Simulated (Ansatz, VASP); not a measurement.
# Te: VASP and Ansatz over several settings

```
Te
1.0
     4.45400    0.00000    0.00000
    -2.22700    3.85728    0.00000
     0.00000    0.00000    5.92400
Te
3
Direct
  0.73100 0.73100 0.00000
  0.00000 0.26900 0.66667
  0.26900 0.00000 0.33333
```

Single points on this cell with VASP 6.6.1 and Ansatz 0.2.0. Each row is one pair of runs. Alike in all rows: spin: off; k mesh: 7 × 7 × 5; Ansatz's potentials, cutoff: Ansatz PAW, 420 eV.

| level | smearing | VASP's potentials, cutoff | gap on the k mesh at the Fermi level (eV), VASP | gap on the k mesh at the Fermi level (eV), Ansatz | least direct gap on the mesh (eV), VASP | least direct gap on the mesh (eV), Ansatz | pressure (GPa), VASP | pressure (GPa), Ansatz |
| --- | --- | --- | --- | --- | --- | --- | --- | --- |
| LDA | gaussian, width 0.02 eV | VASP PAW LDA potentials, release 64 (Te), 520 eV | 0.57 | 0.58 | 0.74 | 0.75 | -1.8 | -2.0 |
| RPBE | gaussian, width 0.02 eV | VASP PAW PBE potentials, release 64 (Te), 520 eV | 0.66 | 0.67 | 0.81 | 0.82 | 2.7 | 2.8 |
| PBE | gaussian, width 0.018 eV | VASP PAW PBE potentials, release 64 (Te), 500 eV | 0.63 | 0.63 | 0.78 | 0.80 | 1.5 | 1.4 |
| PBE | gaussian, width 0.02 eV | VASP PAW PBE potentials, release 64 (Te), 500 eV | 0.63 | 0.63 | 0.78 | 0.80 | 1.5 | 1.4 |
| PBE | gaussian, width 0.022 eV | VASP PAW PBE potentials, release 64 (Te), 500 eV | 0.63 | 0.63 | 0.78 | 0.80 | 1.5 | 1.4 |
| PBE | gaussian, width 0.023 eV | VASP PAW PBE potentials, release 64 (Te), 500 eV | 0.63 | 0.63 | 0.78 | 0.80 | 1.5 | 1.4 |
| PBE | gaussian, width 0.024 eV | VASP PAW PBE potentials, release 64 (Te), 500 eV | 0.63 | 0.63 | 0.78 | 0.80 | 1.5 | 1.4 |
| PBE | gaussian, width 0.025 eV | VASP PAW PBE potentials, release 64 (Te), 500 eV | 0.63 | 0.63 | 0.78 | 0.80 | 1.5 | 1.4 |

Gap on the k mesh at the fermi level (eV): the two programs differ by at most 0.006; least direct gap on the mesh (eV): the two programs differ by at most 0.011; pressure (GPa): the two programs differ by at most 0.11.

VASP's potentials hold 18 valence electrons a cell and Ansatz's 48, so a difference there can come from the potentials and not from the codes.

Neither program's run includes spin-orbit coupling. Noted on Ansatz's runs: odd divisions of the mesh miss points on the zone boundary, where band edges often lie, so the gap on the mesh can be too wide.
